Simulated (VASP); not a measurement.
# SbTeS (P4/mmm) in VASP: notebook, part 2 of 2

VASP 6.6.1. Earlier steps stand in the parts before.

## Step 3: Single point, PBE

This run uses another cell than the first one, of 29.95 Å³/atom, 1.140 times its volume.

INCAR

```
ALGO     = Normal         # electronic algorithm
EDIFF    = 1E-6           # SCF threshold, eV
ENCUT    = 520            # plane-wave cutoff, eV
GGA      = PE             # functional
ISIF     = 2              # what is computed and relaxed
ISMEAR   = 0              # smearing method
LASPH    = T              # aspherical terms in the spheres
LCHARG   = T              # write CHGCAR
LELF     = T              # ELF
LREAL    = F              # projectors in reciprocal space
LVHAR    = T            
LWAVE    = F              # write WAVECAR
NBANDS   = 16             # bands
NELM     = 60             # most SCF steps
PREC     = Accurate       # precision mode
SIGMA    = 0.1            # smearing width, eV
```

KPOINTS

```
k-points
0
Gamma
  4 4 4
```

POSCAR

```
SbTeS
1.0
    3.8116432066      0.0000000000      0.0000000000
    0.0000000000      3.8116432066      0.0000000000
    0.0000000000      0.0000000000      6.1841315872
Sb Te S
1 1 1
Direct
    0.5000000000      0.5000000000      0.5000000000
    0.5000000000      0.5000000000      0.0000000000
    0.0000000000      0.0000000000      0.0000000000
```

Potentials or basis: VASP PAW PBE potentials, release 64 (Sb, Te, S).

Launch:

```console
cat potpaw_PBE.64/Sb/POTCAR potpaw_PBE.64/Te/POTCAR potpaw_PBE.64/S/POTCAR > POTCAR
mpirun -np 1 vasp_std > vasp.out
```

OUTCAR:

```text
EDIFF = 1E-6
   ENCUT = 520
   GGA = PE
   ISIF = 2
   ISMEAR = 0
   LASPH = T
   LREAL = F
   NELM = 60
   PREC = Accurate

 ion  position               nearest neighbor table
   1  0.500  0.500  0.500-   2 3.09   2 3.09
   2  0.500  0.500  0.000-   3 2.70   3 2.70   3 2.70   3 2.70   1 3.09   1 3.09
   3  0.000  0.000  0.000-   2 2.70   2 2.70   2 2.70   2 2.70

  LATTYP: Found a simple tetragonal cell.
 ALAT       =     3.8116432066
 C/A-ratio  =     1.6224319151

  Lattice vectors:

 A1 = (   3.8116432066,   0.0000000000,   0.0000000000)
 A2 = (   0.0000000000,   3.8116432066,   0.0000000000)
 A3 = (   0.0000000000,   0.0000000000,   6.1841315872)

Analysis of symmetry for initial positions (statically):
=====================================================================
 Subroutine PRICEL returns:
 Original cell was already a primitive cell.

 Routine SETGRP: Setting up the symmetry group for a
 simple tetragonal supercell.

 Subroutine GETGRP returns: Found 16 space group operations
[... 157 lines left out ...]

  energy without entropy =      -10.21881653  energy(sigma->0) =      -10.22290527

 E-fermi :   5.2037     XC(G=0):  -9.0869

 val. band max:        5.1654435770   @ k =   0.2500   0.2500   0.0000
 cond. band min:       5.2284463286   @ k =   0.5000   0.2500   0.5000
 fundamental gap:      0.0630027516
 Fermi energy:         5.2037281308

 k-point     1 :       0.0000    0.0000    0.0000
  band No.  band energies     occupation
      1      -9.8101      2.00000
      2      -4.2508      2.00000
      3      -2.6641      2.00000
      4      -0.3822      2.00000
      5       0.6176      2.00000
      6       0.6176      2.00000
[... 319 lines left out ...]
      3      -2.7812      2.00000
      4      -1.6923      2.00000
      5      -1.6923      2.00000
      6       3.2146      2.00000
[... 8 lines left out ...]
     15      10.9933      0.00000
     16      12.9439      0.00000

------------------------ aborting loop because EDIFF is reached ----------------------------------------

  FORCE on cell =-STRESS in cart. coord.  units (eV):
  Direction    XX          YY          ZZ          XY          YZ          ZX
  --------------------------------------------------------------------------------------
  -------------------------------------------------------------------------------------
  Total       -0.1056848     -0.1056848     -0.0525981      0.0000000      0.0000000      0.0000000
  in kB       -1.8846035     -1.8846035     -0.9379457      0.0000000      0.0000000      0.0000000
  external PRESSURE =      -1.5690509 kB  Pullay stress =       0.0000000 kB

 VOLUME and BASIS-vectors are now :
 -----------------------------------------------------------------------------
  energy-cutoff  :      520.00
  volume of cell :       89.85
      direct lattice vectors                 reciprocal lattice vectors
     3.811643207  0.000000000  0.000000000     0.262354041  0.000000000  0.000000000
     0.000000000  3.811643207  0.000000000     0.000000000  0.262354041  0.000000000
     0.000000000  0.000000000  6.184131587     0.000000000  0.000000000  0.161704192

 POSITION                                       TOTAL-FORCE (eV/Angst)
 -----------------------------------------------------------------------------------
      1.90582      1.90582      3.09207         0.000000      0.000000      0.000000
      1.90582      1.90582      0.00000         0.000000      0.000000      0.000000
      0.00000      0.00000      0.00000         0.000000      0.000000      0.000000
 -----------------------------------------------------------------------------------
    total drift:                               -0.000000      0.000000     -0.000000

  FREE ENERGIE OF THE ION-ELECTRON SYSTEM (eV)
  ---------------------------------------------------
  free  energy   TOTEN  =       -10.2269940141 eV

  energy  without entropy=      -10.2188165297  energy(sigma->0) =      -10.22290527
```

OSZICAR:

```text
N       E                     dE             d eps       ncg     rms          rms(c)
DAV:   1     0.657559826594E+02    0.65756E+02   -0.57778E+03   576   0.812E+02
DAV:   2    -0.554295761723E+01   -0.71299E+02   -0.65778E+02   768   0.138E+02
DAV:   3    -0.104521688610E+02   -0.49092E+01   -0.47662E+01   760   0.376E+01
DAV:   4    -0.105171041033E+02   -0.64935E-01   -0.64817E-01   776   0.512E+00
DAV:   5    -0.105182134406E+02   -0.11093E-02   -0.11093E-02   808   0.620E-01    0.133E+01
DAV:   6    -0.102308809904E+02    0.28733E+00   -0.40769E-01   664   0.390E+00    0.811E+00
DAV:   7    -0.102309330367E+02   -0.52046E-04   -0.21010E-01   712   0.205E+00    0.252E+00
DAV:   8    -0.102270638355E+02    0.38692E-02   -0.18219E-02   672   0.745E-01    0.899E-01
DAV:   9    -0.102270730467E+02   -0.92112E-05   -0.25772E-03   720   0.281E-01    0.280E-01
DAV:  10    -0.102269837632E+02    0.89283E-04   -0.43040E-04   752   0.110E-01    0.102E-01
DAV:  11    -0.102269900501E+02   -0.62870E-05   -0.44347E-05   712   0.421E-02    0.249E-02
DAV:  12    -0.102269930622E+02   -0.30121E-05   -0.98002E-06   776   0.175E-02    0.165E-02
DAV:  13    -0.102269940141E+02   -0.95187E-06   -0.13734E-06   600   0.703E-03
   1 F= -.10226994E+02 E0= -.10222905E+02  d E =-.817748E-02
```

stdout:

```text
POSCAR found type information on POSCAR SbTeS
 POSCAR found :  3 types and       3 ions
 scaLAPACK will be used
 LDA part: xc-table for (Slater+PW92), standard interpolation
 POSCAR, INCAR and KPOINTS ok, starting setup
 FFT: planning ... GRIDC
 FFT: planning ... GRID_SOFT
 FFT: planning ... GRID
 WAVECAR not read
 entering main loop
```

Wall time 22 s (1 thread of Intel Xeon Platinum 8375C at 2.90GHz (Ice Lake), shared host); peak memory 0.19 GiB.

Results:

* Free energy: -10.2270 eV
* Pressure: -0.2 GPa

Stress tensor (GPa, compression positive):
```
-0.19  0.00  0.00
 0.00 -0.19  0.00
 0.00  0.00 -0.09
```

Caveat: the k points lie up to 0.41 Å⁻¹ apart; spin-orbit coupling is left out, which moves the levels of the heavy elements.

## Step 4: Relaxation of cell and atoms, PBE

INCAR

```
ALGO     = Normal         # electronic algorithm
EDIFF    = 1E-6           # SCF threshold, eV
EDIFFG   = -0.04          # ionic threshold
ENCUT    = 600            # plane-wave cutoff, eV
GGA      = PE             # functional
IBRION   = 2              # ionic algorithm
ISIF     = 3              # what is computed and relaxed
ISMEAR   = 0              # smearing method
LASPH    = True           # aspherical terms in the spheres
LCHARG   = False          # write CHGCAR
LREAL    = False          # projectors in reciprocal space
LWAVE    = False          # write WAVECAR
NELM     = 80             # most SCF steps
NSW      = 90             # ionic steps
PREC     = Accurate       # precision mode
SIGMA    = 0.1            # smearing width, eV
```

KPOINTS is that of step 3.

POSCAR

```
SbTeS
1.0
    4.2116018500      0.0000000000      0.0000000000
    0.0000000000      4.2116018500      0.0000000000
    0.0000000000      0.0000000000      4.4419589800
Sb Te S
1 1 1
Direct
    0.5000000000      0.5000000000      0.5000000000
    0.5000000000      0.5000000000      0.0000000000
    0.0000000000      0.0000000000      0.0000000000
```

Potentials or basis: VASP PAW PBE potentials, release 64 (Sb, Te, S).

Launch:

```console
cat potpaw_PBE.64/Sb/POTCAR potpaw_PBE.64/Te/POTCAR potpaw_PBE.64/S/POTCAR > POTCAR
mpirun -np 1 vasp_std > vasp.out
```

OUTCAR:

```text
EDIFF = 1E-6
   EDIFFG = -0.04
   ENCUT = 600
   GGA = PE
   IBRION = 2
   ISIF = 3
   ISMEAR = 0
   LASPH = True
   LREAL = False
   NELM = 80
   NSW = 90
   PREC = Accurate

 ion  position               nearest neighbor table
   1  0.500  0.500  0.500-   2 2.22   2 2.22
   2  0.500  0.500  0.000-   1 2.22   1 2.22   3 2.98   3 2.98   3 2.98   3 2.98
   3  0.000  0.000  0.000-   2 2.98   2 2.98   2 2.98   2 2.98

  LATTYP: Found a simple tetragonal cell.
 ALAT       =     4.2116018500
 C/A-ratio  =     1.0546958469

  Lattice vectors:

 A1 = (   4.2116018500,   0.0000000000,   0.0000000000)
 A2 = (   0.0000000000,   4.2116018500,   0.0000000000)
 A3 = (   0.0000000000,   0.0000000000,   4.4419589800)

Analysis of symmetry for initial positions (statically):
=====================================================================
 Subroutine PRICEL returns:
 Original cell was already a primitive cell.

 Routine SETGRP: Setting up the symmetry group for a
 simple tetragonal supercell.

 Subroutine GETGRP returns: Found 16 space group operations
 (whereof 16 operations were pure point group operations)
 out of a pool of 16 trial point group operations.

The static configuration has the point symmetry D_4h.

Analysis of symmetry for dynamics (positions and initial velocities):
=====================================================================
 Subroutine PRICEL returns:
 Original cell was already a primitive cell.

 Routine SETGRP: Setting up the symmetry group for a
 simple tetragonal supercell.

 Subroutine GETGRP returns: Found 16 space group operations
 (whereof 16 operations were pure point group operations)
 out of a pool of 16 trial point group operations.

The dynamic configuration has the point symmetry D_4h.

 Subroutine INISYM returns: Found 16 space group operations
 (whereof 16 operations are pure point group operations),
 and found     1 'primitive' translations

----------------------------------------------------------------------------------------

                                     Primitive cell

  volume of cell :      78.7896

  direct lattice vectors                    reciprocal lattice vectors
[... 137 lines left out ...]
  Direction    XX          YY          ZZ          XY          YZ          ZX
  --------------------------------------------------------------------------------------
  -------------------------------------------------------------------------------------
  Total       -0.8213785     -0.8213785     59.8500726      0.0000000      0.0000000      0.0000000
  in kB      -16.7026255    -16.7026255   1217.0435089      0.0000000      0.0000000      0.0000000
  external PRESSURE =     394.5460860 kB  Pullay stress =       0.0000000 kB
[... 92 lines left out ...]
  FREE ENERGIE OF THE ION-ELECTRON SYSTEM (eV)
  ---------------------------------------------------
  free  energy   TOTEN  =        -8.2941444696 eV

  energy  without entropy=       -8.2597927989  energy(sigma->0) =       -8.27696863

 E-fermi :   3.4606     XC(G=0):  -8.3889

 val. band max:        3.3523995835   @ k =   0.0000   0.0000   0.5000
 cond. band min:       3.4910259724   @ k =   0.5000   0.2500   0.2500
 fundamental gap:      0.1386263889
 Fermi energy:         3.4606395375

 k-point     1 :       0.0000    0.0000    0.0000
  band No.  band energies     occupation
      1      -9.8926      2.00000
      2      -6.4121      2.00000
      3      -4.4055      2.00000
      4      -1.3900      2.00000
      5      -0.0873      2.00000
      6      -0.0873      2.00000
      7       2.7863      2.00000
      8       4.4815      0.00000
      9       4.4815      0.00000
     10       6.0202      0.00000
     11       6.0202      0.00000
     12       8.2964      0.00000
[... 241 lines left out ...]
 k-point    18 :       0.5000    0.5000    0.5000
  band No.  band energies     occupation
      1      -8.2246      2.00000
      2      -7.5789      2.00000
      3      -4.9976      2.00000
      4      -1.6621      2.00000
      5      -1.6621      2.00000
      6       2.0909      2.00000
      7       2.2851      2.00000
      8       2.2851      2.00000
      9       3.0415      2.00000
     10       4.0809      0.00000
     11       6.5724      0.00000
     12       6.5724      0.00000

[... ionic steps 4 to 9 ...]

--------------------------------------- Ionic step       10  -------------------------------------------

 number of electron      16.9999998 magnetization

------------------------ aborting loop because EDIFF is reached ----------------------------------------
[... 69 lines left out ...]
--------------------------------------- Ionic step       12  -------------------------------------------

 number of electron      16.9999998 magnetization

 Free energy of the ion-electron system (eV)
  ---------------------------------------------------
  ext. energy  EPLUGINS =         0.00000000
  ---------------------------------------------------
  free energy    TOTEN  =       -10.22504709 eV

  energy without entropy =      -10.21681247  energy(sigma->0) =      -10.22092978

 E-fermi :   5.2559     XC(G=0):  -9.1068

 val. band max:        5.2154615509   @ k =   0.2500   0.2500   0.0000
 cond. band min:       5.2811080451   @ k =   0.5000   0.2500   0.5000
 fundamental gap:      0.0656464942
 Fermi energy:         5.2559148682

 k-point     1 :       0.0000    0.0000    0.0000
  band No.  band energies     occupation
      1      -9.8022      2.00000
      2      -4.2033      2.00000
      3      -2.6035      2.00000
      4      -0.3615      2.00000
      5       0.6415      2.00000
      6       0.6415      2.00000
      7       4.6670      2.00000
      8       7.0864      0.00000
      9       7.0864      0.00000
     10       9.0654      0.00000
     11       9.0654      0.00000
     12       9.2492      0.00000
[... 283 lines left out ...]
  FREE ENERGIE OF THE ION-ELECTRON SYSTEM (eV)
  ---------------------------------------------------
  free  energy   TOTEN  =       -10.2250470892 eV

  energy  without entropy=      -10.2168124685  energy(sigma->0) =      -10.22092978

 reached required accuracy - stopping structural energy minimisation
```

CONTCAR:

```text
SbTeS
   1.00000000000000
     3.8048548571116103    0.0000000000000000    0.0000000000000000
    -0.0000000000000000    3.8048548571116103   -0.0000000000000000
     0.0000000000000000    0.0000000000000000    6.1778280576427331
  Sb              Te              S
     1     1     1
Direct
     0.5000000000000000    0.5000000000000000    0.5000000000000000
     0.5000000000000000    0.5000000000000000    0.0000000000000000
     0.0000000000000000    0.0000000000000000    0.0000000000000000

  0.00000000E+00  0.00000000E+00  0.00000000E+00
  0.00000000E+00  0.00000000E+00  0.00000000E+00
  0.00000000E+00  0.00000000E+00  0.00000000E+00
```

Run time: 2.8 min. Hardware: 1 thread of Intel Xeon Platinum 8375C at 2.90GHz (Ice Lake), shared host; peak memory 0.23 GiB.

Results:

* Free energy: -10.2250 eV
* Relaxed volume: 29.81 Å³/atom
* Relaxed cell: a = 3.805 Å, b = 3.805 Å, c = 6.178 Å, α = 90.00°, β = 90.00°, γ = 90.00°
* Space group after relaxing (to 0.05 Å): P4/mmm (No. 123)
* Energy gained by relaxing: 2144.6 meV/atom
* Ionic steps: 12
* Pressure after relaxing: 0.1 GPa

Step by step:
```
step  energy change (eV)  largest force (eV/Å)  pressure (GPa)  volume (Å³)
   1              0.0000                0.0000           39.45        78.79
   2             -4.3653                0.0000           -6.27       150.56
   3             -4.5030                0.0000           -6.47       145.95
   4             -4.6526                0.0000           -6.71       141.40
   5             -5.8102                0.0000           -6.40       110.46
   6             -5.3859                0.0000            0.53        94.72
   7             -5.8488                0.0000           -5.61       107.15
   8             -5.8503                0.0000           -5.32       106.17
   9             -6.4036                0.0000           -1.36        92.05
  10             -6.4314                0.0000            0.21        89.12
  11             -6.4316                0.0000            0.39        88.79
  12             -6.4339                0.0000            0.09        89.44
```

Final structure:
```cif
data_structure
_symmetry_space_group_name_H-M 'P 1'
_symmetry_Int_Tables_number 1
_cell_length_a 3.8049
_cell_length_b 3.8049
_cell_length_c 6.1778
_cell_angle_alpha 90.000
_cell_angle_beta 90.000
_cell_angle_gamma 90.000
_cell_volume 89.44
loop_
_atom_site_label
_atom_site_type_symbol
_atom_site_fract_x
_atom_site_fract_y
_atom_site_fract_z
_atom_site_occupancy
Sb1 Sb 0.50000 0.50000 0.50000 1
Te1 Te 0.50000 0.50000 0.00000 1
S1 S 0.00000 0.00000 0.00000 1
```

Levels at points of the mesh, in eV from the Fermi level:
```
           k point  band 6  band 7  band 8  band 9  band 10  band 11
(0.00, 0.00, 0.00)   -4.61   -0.59    1.83    1.83     3.81     3.81
(0.50, 0.00, 0.00)   -2.50   -2.43   -1.34   -1.11    -0.72     2.77
(0.50, 0.50, 0.00)   -3.63   -1.92   -1.17   -1.17     4.99     5.22
(0.00, 0.00, 0.50)   -3.47   -0.72    0.51    1.69     1.69     3.55
(0.50, 0.00, 0.50)   -1.49   -1.31   -1.24   -1.16    -0.80     0.47
(0.50, 0.50, 0.50)   -2.01   -1.55   -1.55   -0.57     0.73     4.85
```

Caveat: the k points lie up to 0.41 Å⁻¹ apart in the final cell; spin-orbit coupling is left out, which moves the levels of the heavy elements.

## Step 5: The runs side by side

| task | cell | cutoff (eV) | gap on the mesh (eV) | pressure (GPa) |
| --- | --- | --- | --- | --- |
| single point | a = 4.212, b = 4.212, c = 4.442 Å, 3 atoms | 520 | none | 39.4 |
| single point | a = 3.812, b = 3.812, c = 6.184 Å, 3 atoms | 520 | none | -0.2 |
| relaxation of cell and atoms | relaxed from a = 4.212, b = 4.212, c = 4.442 Å, 3 atoms | 600 | none | 0.1 |

Alike in all rows: level PBE; potentials or basis VASP PAW PBE potentials, release 64 (Sb, Te, S); no spin polarisation; k mesh 4 × 4 × 4; smearing gaussian 0.1 eV.

Caveats: all runs use coarse meshes; spin-orbit coupling is left out, which moves the levels of the heavy elements.

Absolute energies hang on the potentials; compare differences alone.
